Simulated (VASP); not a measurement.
Set up this calculation in VASP 6.6.1, as the native input.

```
Task                   : single point
Functional             : PBE
Potentials or basis    : VASP PAW PBE potentials, release 64 (Te, Mo_sv)
Cutoff                 : 520 eV
k mesh                 : 7 × 7 × 2
Occupations            : fermi-dirac, width 0.05 eV
Spin                   : no spin polarisation
Dipole correction      : no
Further INCAR settings : ALGO = Normal; EDIFF = 1e-06; NBANDS = 35
```

The structure of Te2Mo lies in POSCAR:

```
Te2Mo
1.0
    3.5533820000      0.0000000000      0.0000000000
   -1.7766910000      3.0773190814      0.0000000000
    0.0000000000      0.0000000000     13.9736000000
Te Mo
4 2
Direct
    0.6666666667      0.3333333333      0.3790000000
    0.3333333333      0.6666666667      0.8790000000
    0.6666666667      0.3333333333      0.1210000000
    0.3333333333      0.6666666667      0.6210000000
    0.6666666667      0.3333333333      0.7500000000
    0.3333333333      0.6666666667      0.2500000000
```

One way to write it, as run:

INCAR

```
PREC     = Accurate       # precision mode
ENCUT    = 520            # plane-wave cutoff, eV
EDIFF    = 1E-6           # SCF threshold, eV
ISMEAR   = -1             # smearing method
SIGMA    = 0.05           # smearing width, eV
LREAL    = F              # projectors in reciprocal space
LASPH    = T              # aspherical terms in the spheres
NELM     = 100            # most SCF steps
ALGO     = Normal         # electronic algorithm
ISIF     = 2              # what is computed and relaxed
LWAVE    = F              # write WAVECAR
LCHARG   = T              # write CHGCAR
GGA      = PE             # functional
LELF     = T              # ELF
LVHAR    = T            
NBANDS   = 35             # bands
```

KPOINTS

```
regular mesh
0
Gamma
  7 7 2
```

Potentials or basis: VASP PAW PBE potentials, release 64 (Te, Mo_sv).

Command:

```bash
$ cat potpaw_PBE.64/Te/POTCAR potpaw_PBE.64/Mo_sv/POTCAR > POTCAR
$ mpirun -np 1 vasp_std > vasp.out
```

It gave:

```
Pressure               : 1.0 GPa
Largest force          : 0.013 eV/Å
Band gap on the k mesh : 0.80 eV (least direct gap 1.21 eV)
```

Caveat: spin-orbit coupling is left out, which moves the levels of the heavy elements; an odd mesh through Γ misses points on the zone boundary, where band edges can lie; this functional lacks dispersion, which binds the layers, so the pressure and a relaxed spacing across them are unreliable.

Wall time 3.4 min on 1 thread of Intel Xeon 8259CL, with other jobs on the host, peak memory 0.31 GiB.
